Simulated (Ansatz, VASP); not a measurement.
MgO in VASP and in Ansatz

INCAR

```
PREC = Accurate
ENCUT = 520
EDIFF = 1E-7
ISMEAR = 0
SIGMA = 0.05
LREAL = False
LASPH = True
NELM = 100
ALGO = Normal
ISIF = 2
LWAVE = False
LCHARG = True
GGA = PE
LELF = True
LVHAR = True
NBANDS = 26
```

File KPOINTS:

```
Automatic mesh
0
Gamma
  6 6 6
```

The input POSCAR:

```
MgO
1.0
    4.2538458108      0.0000000000      0.0000000000
    0.0000000000     -4.2538458108      0.0000000000
    0.0000000000      0.0000000000     -4.2538458108
Mg O
4 4
Direct
    0.0000000000      0.0000000000      0.0000000000
    0.5000000000      0.5000000000      0.0000000000
    0.5000000000      0.0000000000      0.5000000000
    0.0000000000      0.5000000000      0.5000000000
    0.4647377910      0.0000000000      0.0000000000
    0.0000000000      0.5000000000      0.0000000000
    0.0000000000      0.0000000000      0.5000000000
    0.5000000000      0.5000000000      0.5000000000
```

Input for Ansatz:

```yaml
crystal:
  lattice:
    - [4.2538458108, 0.0, 0.0]
    - [0.0, -4.2538458108, 0.0]
    - [0.0, 0.0, -4.2538458108]
  atoms:
    - { symbol: Mg, position: [0.0, 0.0, 0.0] }
    - { symbol: Mg, position: [0.5, 0.5, 0.0] }
    - { symbol: Mg, position: [0.5, 0.0, 0.5] }
    - { symbol: Mg, position: [0.0, 0.5, 0.5] }
    - { symbol: O, position: [0.464737791, 0.0, 0.0] }
    - { symbol: O, position: [0.0, 0.5, 0.0] }
    - { symbol: O, position: [0.0, 0.0, 0.5] }
    - { symbol: O, position: [0.5, 0.5, 0.5] }
basis:
  ecutwfc: 420
kpoints:
  mp_grid: { grid: [6, 6, 6] }
hamiltonian:
  xc: pbe
scf:
  occupations: { method: gaussian, width: 0.05 }
output:
  forces: true
  stress: true
  eigenvalues: true
  write_density: true
  write_potential: true
  elf: true
  volumetric_format: npy
```

Alike in both runs: task single point; functional PBE; k mesh 6 × 6 × 6; occupations gaussian, width 0.05 eV; no spin polarisation.

```csv
,VASP,Ansatz
version,VASP 6.6.1,Ansatz 0.2.0
potentials or method,"VASP PAW PBE potentials, release 64 (Mg, O), cutoff 520 eV","scalar-relativistic, plane waves, PAW"
valence electrons in the cell,32,64
```

VASP gave:

| Item | Value |
| --- | --- |
| gap on the k mesh at the Fermi level (eV) | 4.41 |
| least direct gap on the mesh (eV) | 4.41 |
| pressure (GPa) | -0.1 |
| traceless stress, the component that is largest in VASP (GPa) | 1.08 |
| rms of the force components (eV/Å) | 0.373 |

Question: Which values does Ansatz return?

Answer: gap on the k mesh at the Fermi level (eV): 4.43; least direct gap on the mesh (eV): 4.43; pressure (GPa): 0.6; traceless stress, the component that is largest in VASP (GPa): 1.07; rms of the force components (eV/Å): 0.369.

Atom by atom the forces differ by 0.005 eV/Å (rms over components). VASP's potentials hold 32 valence electrons a cell and Ansatz's 64, so a difference there can come from the potentials and not from the codes.
